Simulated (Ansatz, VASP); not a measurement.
**One calculation of CsPbSe3, two programs**

```
CELL_PARAMETERS angstrom
8.40510 0.00000 0.00000
-4.20255 7.27903 0.00000
0.00000 0.00000 7.06028
ATOMIC_POSITIONS crystal
Cs 0.33333 0.66667 0.75000
Cs 0.66667 0.33333 0.25000
Pb 0.00000 0.00000 0.00000
Pb 0.00000 0.00000 0.50000
Se 0.83333 0.66667 0.75000
Se 0.33333 0.16667 0.75000
Se 0.83333 0.16667 0.75000
Se 0.16667 0.33333 0.25000
Se 0.66667 0.83333 0.25000
Se 0.16667 0.83333 0.25000
```

Alike in both runs: task single point; functional PBE; k mesh 3 × 3 × 4; occupations gaussian, width 0.1 eV; no spin polarisation.

```csv
,VASP,Ansatz
version,VASP 6.6.1,Ansatz 0.2.0
potentials or method,"VASP PAW PBE potentials, release 64 (Cs_sv, Pb_d, Se), cutoff 520 eV","scalar-relativistic, plane waves, PAW"
valence electrons in the cell,82,142
```

```tsv
	VASP	Ansatz	Ansatz less VASP
gap on the k mesh at the Fermi level (eV)	none	none	-
pressure (GPa)	-2.9	-2.9	-0.01
traceless stress, the component that is largest in VASP (GPa)	1.37	1.38	+0.005
rms of the force components (eV/Å)	0.321	0.324	+0.0034
```

Atom by atom the forces differ by 0.003 eV/Å (rms over components). A gap of «none» marks a metal or a gap that the smearing closes. VASP's potentials hold 82 valence electrons a cell and Ansatz's 142, so a difference there can come from the potentials and not from the codes.

Spin-orbit coupling is off throughout.
